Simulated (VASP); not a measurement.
# RbCaBr3 in VASP: notebook

Runs on RbCaBr3. Level: LDA. Tasks: single point.

All numbers are computed with VASP 6.6.1; they aren't measurements. Logs are shortened: lines on timing, memory, paths and dates and some standing lists are left out, and cuts for length are marked.

### Step 1. The cell of the first run

The structure is cubic, space group Pm-3m (No. 221). The conventional cell has a = 5.565 Å, b = 5.565 Å, c = 5.565 Å, α = 90.00°, β = 90.00°, γ = 90.00°. Rb (site symmetry m-3m) has 12 Br at 3.93 Å and 8 Ca at 4.82 Å within 5.2 Å. Ca (site symmetry m-3m) has 6 Br at 2.78 Å within 3.7 Å. Br (site symmetry 4/mmm) has 2 Ca at 2.78 Å within 3.7 Å.

### Step 2. Single point, LDA (strain -0.030 along x and y, -0.030 along z)

INCAR reads:

```
ALGO = Normal
EDIFF = 1E-7
ENCUT = 520
GGA = CA
ISIF = 2
ISMEAR = 0
LASPH = True
LCHARG = False
LREAL = False
LWAVE = False
NBANDS = 28
NELM = 60
PREC = Accurate
SIGMA = 0.05
```

KPOINTS reads:

```
k-points
0
Gamma
  4 4 4
```

POSCAR reads:

```
RbCaBr3
1.0
    5.5645893000      0.0000000000      0.0000000000
    0.0000000000      5.5645893000      0.0000000000
    0.0000000000      0.0000000000      5.5645893000
Rb Ca Br
1 1 3
Direct
    0.5000000000      0.5000000000      0.5000000000
    0.0000000000      0.0000000000      0.0000000000
    0.5000000000      0.0000000000      0.0000000000
    0.0000000000      0.5000000000      0.0000000000
    0.0000000000      0.0000000000      0.5000000000
```

Potentials or basis: VASP PAW LDA potentials, release 64 (Rb_sv, Ca_sv, Br).

Launch:

```
cat potpaw_LDA.64/Rb_sv/POTCAR potpaw_LDA.64/Ca_sv/POTCAR potpaw_LDA.64/Br/POTCAR > POTCAR
mpirun -np 1 vasp_std > vasp.out
```

OUTCAR:

```text
EDIFF = 1E-7
   ENCUT = 520
   GGA = CA
   ISIF = 2
   ISMEAR = 0
   LASPH = True
   LREAL = False
   NELM = 60
   PREC = Accurate

 ion  position               nearest neighbor table
   1  0.500  0.500  0.500-   3 3.93   4 3.93   5 3.93   3 3.93   4 3.93   3 3.93   5 3.93   3 3.93
                             4 3.93   5 3.93   4 3.93   5 3.93
   2  0.000  0.000  0.000-   3 2.78   4 2.78   5 2.78   5 2.78   4 2.78   3 2.78
   3  0.500  0.000  0.000-   2 2.78   2 2.78   1 3.93   1 3.93   1 3.93   1 3.93
   4  0.000  0.500  0.000-   2 2.78   2 2.78   1 3.93   1 3.93   1 3.93   1 3.93
   5  0.000  0.000  0.500-   2 2.78   2 2.78   1 3.93   1 3.93   1 3.93   1 3.93

  LATTYP: Found a simple cubic cell.
 ALAT       =     5.5645893000

  Lattice vectors:

 A1 = (   5.5645893000,   0.0000000000,   0.0000000000)
 A2 = (   0.0000000000,   5.5645893000,   0.0000000000)
 A3 = (   0.0000000000,   0.0000000000,   5.5645893000)

Analysis of symmetry for initial positions (statically):
=====================================================================
 Subroutine PRICEL returns:
 Original cell was already a primitive cell.

 Routine SETGRP: Setting up the symmetry group for a
 simple cubic supercell.

 Subroutine GETGRP returns: Found 48 space group operations
 (whereof 48 operations were pure point group operations)
 out of a pool of 48 trial point group operations.

The static configuration has the point symmetry O_h .

Analysis of symmetry for dynamics (positions and initial velocities):
=====================================================================
 Subroutine PRICEL returns:
 Original cell was already a primitive cell.

 Routine SETGRP: Setting up the symmetry group for a
 simple cubic supercell.

 Subroutine GETGRP returns: Found 48 space group operations
 (whereof 48 operations were pure point group operations)
 out of a pool of 48 trial point group operations.

The dynamic configuration has the point symmetry O_h .

 Subroutine INISYM returns: Found 48 space group operations
 (whereof 48 operations are pure point group operations),
 and found     1 'primitive' translations

----------------------------------------------------------------------------------------

                                     Primitive cell

  volume of cell :     172.3056

  direct lattice vectors                    reciprocal lattice vectors
     5.564589300  0.000000000  0.000000000     0.179707782  0.000000000  0.000000000
     0.000000000  5.564589300  0.000000000     0.000000000  0.179707782  0.000000000
     0.000000000  0.000000000  5.564589300     0.000000000  0.000000000  0.179707782

  length of vectors
     5.564589300  5.564589300  5.564589300     0.179707782  0.179707782  0.179707782

  position of ions in fractional coordinates (direct lattice)
     0.500000000  0.500000000  0.500000000
     0.000000000  0.000000000  0.000000000
     0.500000000  0.000000000  0.000000000
     0.000000000  0.500000000  0.000000000
     0.000000000  0.000000000  0.500000000

  ion indices of the primitive-cell ions
   primitive index   ion index
                 1           1
                 2           2
                 3           3
                 4           4
                 5           5

----------------------------------------------------------------------------------------

 KPOINTS: k-points

Automatic generation of k-mesh.
 Grid dimensions read from file:
 generate k-points for:    4    4    4

 Generating k-lattice:

  Cartesian coordinates                     Fractional coordinates (reciprocal lattice)
     0.044926945  0.000000000  0.000000000     0.250000000  0.000000000  0.000000000
     0.000000000  0.044926945  0.000000000     0.000000000  0.250000000  0.000000000
     0.000000000  0.000000000  0.044926945     0.000000000  0.000000000  0.250000000

  Length of vectors
     0.044926945  0.044926945  0.044926945

  Shift w.r.t. Gamma in fractional coordinates (k-lattice)
     0.000000000  0.000000000  0.000000000

 Subroutine IBZKPT returns following result:
 ===========================================

 Found     10 irreducible k-points:

 Following reciprocal coordinates:
            Coordinates               Weight
  0.000000  0.000000  0.000000      1.000000
  0.250000  0.000000  0.000000      6.000000
  0.500000  0.000000  0.000000      3.000000
  0.250000  0.250000  0.000000     12.000000
  0.500000  0.250000  0.000000     12.000000
  0.500000  0.500000  0.000000      3.000000
  0.250000  0.250000  0.250000      8.000000
  0.500000  0.250000  0.250000     12.000000
  0.500000  0.500000  0.250000      6.000000
  0.500000  0.500000  0.500000      1.000000
   k-points           NKPTS =     10   k-points in BZ     NKDIM =     10   number of bands    NBANDS=     28
   number of dos      NEDOS =    301   number of ions     NIONS =      5
   total plane-waves  NPLWV =  74088
   dimension x,y,z NGX =    42 NGY =   42 NGZ =   42
   dimension x,y,z NGXF=    84 NGYF=   84 NGZF=   84
   ions per type =               1   1   3
   NGX,Y,Z   is equivalent  to a cutoff of  12.55, 12.55, 12.55 a.u.
   NGXF,Y,Z  is equivalent  to a cutoff of  25.10, 25.10, 25.10 a.u.
 SYSTEM =  unknown system
   PREC   = accura    normal or accurate (medium, high low for compatibility)
   ISTART =      0    job   : 0-new  1-cont  2-samecut
   ICHARG =      2    charge: 1-file 2-atom 10-const
   ISPIN  =      1    spin polarized calculation?
   LNONCOLLINEAR =      F non collinear calculations
   LSORBIT =      F    spin-orbit coupling
   LASPH  =      T    aspherical Exc in radial PAW
   ENCUT  =  520.0 eV  38.22 Ry    6.18 a.u.  10.35 10.35 10.35*2*pi/ulx,y,z
   NELM   =     60;   NELMIN=  2; NELMDL= -5     # of ELM steps
   EDIFF  = 0.1E-06   stopping-criterion for ELM
   LREAL  =      F    real-space projection
   EDIFFG = 0.1E-05   stopping-criterion for IOM
   NSW    =      0    number of steps for IOM
   IBRION =     -1    ionic relax: 0-MD 1-quasi-New 2-CG
   NFREE  =      0    steps in history (QN), initial steepest desc. (CG)
   ISIF   =      2    stress and relaxation
   ISYM   =      2    0-nonsym 1-usesym 2-fastsym
   POTIM  = 0.5000    time-step for ionic-motion
   TEBEG  =    0.0;   TEEND  =   0.0 temperature during run
   PSTRESS=    0.0 pullay stress
   NELECT =      40.0000    total number of electrons
   NUPDOWN=      -1.0000    fix difference up-down
   EMIN   =  10.00;   EMAX   =-10.00  energy-range for DOS
   EFERMI =   0.00;   METHOD = LEGACY
   ISMEAR =     0;   SIGMA  =   0.05  broadening in eV -4-tet -1-fermi 0-gaus
   EFERMI_NEDOS =   21; number of points for ismear=-14 and -15
   IALGO  =     38    algorithm
   IMIX   =      4    mixing-type and parameters
     AMIX     =   0.40;   BMIX     =  1.00
     AMIX_MAG =   1.60;   BMIX_MAG =  1.00
  volume/ion in A,a.u.               =      34.46       232.56
  Fermi-wavevector in a.u.,A,eV,Ry     =   1.006148  1.901343 13.773628  1.012333
  Thomas-Fermi vector in A             =   2.138872
   LORBIT       =      0    0 simple, 1 ext, 2 COOP (PROOUT), +10 PAW based schemes
   GGA     = CA    functional components
   LHFCALC =     F    Hartree Fock is set to
   AEXX    =    0.0000 exact exchange contribution
   IVDW    =     0    specifies the selected vdW correction
   LEPSILON=     F    determine dielectric tensor
   LRPA    =     F    only Hartree local field effects (RPA)
 non-spin polarized calculation
 Gauss-broadening in eV      SIGMA  =   0.05
  energy-cutoff  :      520.00
  volume of cell :      172.31
 maximum number of plane-waves:      4697
 NGX is ok and might be reduce to    42
   NGX = 21   NGY = 21   NGZ = 21

 number of electron      39.9999990 magnetization

 Free energy of the ion-electron system (eV)
  ---------------------------------------------------
  ext. energy  EPLUGINS =         0.00000000
  ---------------------------------------------------
  free energy    TOTEN  =       -19.33514594 eV

  energy without entropy =      -19.33514594  energy(sigma->0) =      -19.33514594

 E-fermi :  -0.3685     XC(G=0):  -8.2624

 val. band max:       -0.6617083330   @ k =   0.5000   0.5000   0.5000
 cond. band min:       3.1881851437   @ k =   0.0000   0.0000   0.0000
 fundamental gap:      3.8498934767
 Fermi energy:        -0.3684687625

 k-point     1 :       0.0000    0.0000    0.0000
  band No.  band energies     occupation
      1     -38.8982      2.00000
      2     -25.7359      2.00000
      3     -20.2781      2.00000
      4     -20.2781      2.00000
      5     -20.2781      2.00000
      6     -13.9071      2.00000
[... 20 lines left out ...]
     27       5.4443      0.00000
     28       5.4443      0.00000

 k-point     2 :       0.2500    0.0000    0.0000
  band No.  band energies     occupation
      1     -38.8981      2.00000
      2     -25.7357      2.00000
      3     -20.2939      2.00000
      4     -20.2778      2.00000
      5     -20.2778      2.00000
      6     -13.8454      2.00000
[... 20 lines left out ...]
     27       5.6409      0.00000
     28       5.6970      0.00000

 k-point     3 :       0.5000    0.0000    0.0000
  band No.  band energies     occupation
      1     -38.8980      2.00000
      2     -25.7355      2.00000
      3     -20.3096      2.00000
      4     -20.2776      2.00000
      5     -20.2776      2.00000
      6     -13.7880      2.00000
[... 20 lines left out ...]
     27       5.9744      0.00000
     28       6.4799      0.00000

 k-point     4 :       0.2500    0.2500    0.0000
  band No.  band energies     occupation
      1     -38.8981      2.00000
      2     -25.7355      2.00000
      3     -20.2938      2.00000
      4     -20.2937      2.00000
      5     -20.2776      2.00000
      6     -13.7783      2.00000
[... 144 lines left out ...]
     27       6.8944      0.00000
     28       6.9076      0.00000

 k-point     9 :       0.5000    0.5000    0.2500
  band No.  band energies     occupation
      1     -38.8979      2.00000
      2     -25.7350      2.00000
      3     -20.3090      2.00000
      4     -20.3090      2.00000
      5     -20.2931      2.00000
      6     -13.5611      2.00000
[... 20 lines left out ...]
     27       6.3112      0.00000
     28       6.8362      0.00000

 k-point    10 :       0.5000    0.5000    0.5000
  band No.  band energies     occupation
      1     -38.8978      2.00000
      2     -25.7348      2.00000
      3     -20.3088      2.00000
      4     -20.3088      2.00000
      5     -20.3088      2.00000
      6     -13.4789      2.00000
[... 20 lines left out ...]
     27       5.9530      0.00000
     28       8.1203      0.00000

------------------------ aborting loop because EDIFF is reached ----------------------------------------

  FORCE on cell =-STRESS in cart. coord.  units (eV):
  Direction    XX          YY          ZZ          XY          YZ          ZX
  --------------------------------------------------------------------------------------
  -------------------------------------------------------------------------------------
  Total       -0.7407043     -0.7407043     -0.7407043      0.0000000     -0.0000000      0.0000000
  in kB       -6.8874125     -6.8874125     -6.8874125      0.0000000     -0.0000000      0.0000000
  external PRESSURE =      -6.8874125 kB  Pullay stress =       0.0000000 kB

 VOLUME and BASIS-vectors are now :
 -----------------------------------------------------------------------------
  energy-cutoff  :      520.00
  volume of cell :      172.31
      direct lattice vectors                 reciprocal lattice vectors
     5.564589300  0.000000000  0.000000000     0.179707782  0.000000000  0.000000000
     0.000000000  5.564589300  0.000000000     0.000000000  0.179707782  0.000000000
     0.000000000  0.000000000  5.564589300     0.000000000  0.000000000  0.179707782

 POSITION                                       TOTAL-FORCE (eV/Angst)
 -----------------------------------------------------------------------------------
      2.78229      2.78229      2.78229         0.000000      0.000000      0.000000
      0.00000      0.00000      0.00000         0.000000      0.000000      0.000000
      2.78229      0.00000      0.00000         0.000000      0.000000      0.000000
      0.00000      2.78229      0.00000         0.000000      0.000000      0.000000
      0.00000      0.00000      2.78229         0.000000      0.000000      0.000000
 -----------------------------------------------------------------------------------
    total drift:                                0.000000      0.000000     -0.000000

  FREE ENERGIE OF THE ION-ELECTRON SYSTEM (eV)
  ---------------------------------------------------
  free  energy   TOTEN  =       -19.3351459444 eV

  energy  without entropy=      -19.3351459444  energy(sigma->0) =      -19.33514594
```

Wall time 20 s (1 thread of Intel Xeon 6975P-C (Granite Rapids), shared host); peak memory 0.23 GiB.

What came out:

| Quantity | Value |
| --- | --- |
| Free energy | -19.3351 eV |
| Pressure | -0.7 GPa |
| Band gap on the k mesh | 3.85 eV, indirect (least direct gap 4.15 eV) |

Caveat: the cell differs from its parent crystal (strain -0.030 along x and y, -0.030 along z). A k mesh can miss the band edges.

(Continued in part 2 of 2.)
